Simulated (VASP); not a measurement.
LiF: single point with LDA

LiF:

```
CELL_PARAMETERS angstrom
2.68751 0.00000 0.00000
0.00000 2.68751 0.00000
0.00000 0.00000 2.68751
ATOMIC_POSITIONS crystal
Li 0.00000 0.00000 0.00000
F 0.50000 0.50000 0.50000
```

This cell differs from its parent crystal: strain +0.050 along x and y, +0.050 along z.

* Program: VASP 6.6.1
* Task: single point
* Functional: LDA
* Potentials or basis: VASP PAW LDA potentials, release 64 (Li_sv, F)
* Cutoff: 520 eV
* k mesh: 10 × 10 × 10
* Occupations: gaussian, width 0.05 eV
* Spin: no spin polarisation
* Dipole correction: no
* Further INCAR settings: ALGO = Normal; EDIFF = 1e-06; NBANDS = 12

The band gap on the k mesh is 6.23 eV (least direct gap 6.78 eV).

Levels at points of the mesh, in eV from the valence-band top:
```csv
k point,band 1,band 2,band 3,band 4,band 5,band 6,band 7,band 8,band 9,band 10
"(0.00, 0.00, 0.00)",-41.87,-19.85,-0.55,-0.55,-0.55,6.23,17.54,17.54,18.91,18.91
"(0.50, 0.00, 0.00)",-41.84,-19.49,-3.12,-0.23,-0.23,8.11,12.23,18.60,18.60,22.48
"(0.50, 0.50, 0.00)",-41.81,-19.11,-2.71,-2.71,0.00,12.11,12.23,12.23,17.57,21.70
"(0.50, 0.50, 0.50)",-41.79,-18.78,-1.87,-1.87,-1.87,10.34,10.34,10.34,21.67,21.67
```

Run time: 6.6 s on 1 thread of Intel Xeon 8259CL, on a shared host, peak memory 0.12 GiB.

Caveat: the cell differs from its parent crystal (strain +0.050 along x and y, +0.050 along z). A k mesh can miss the band edges.
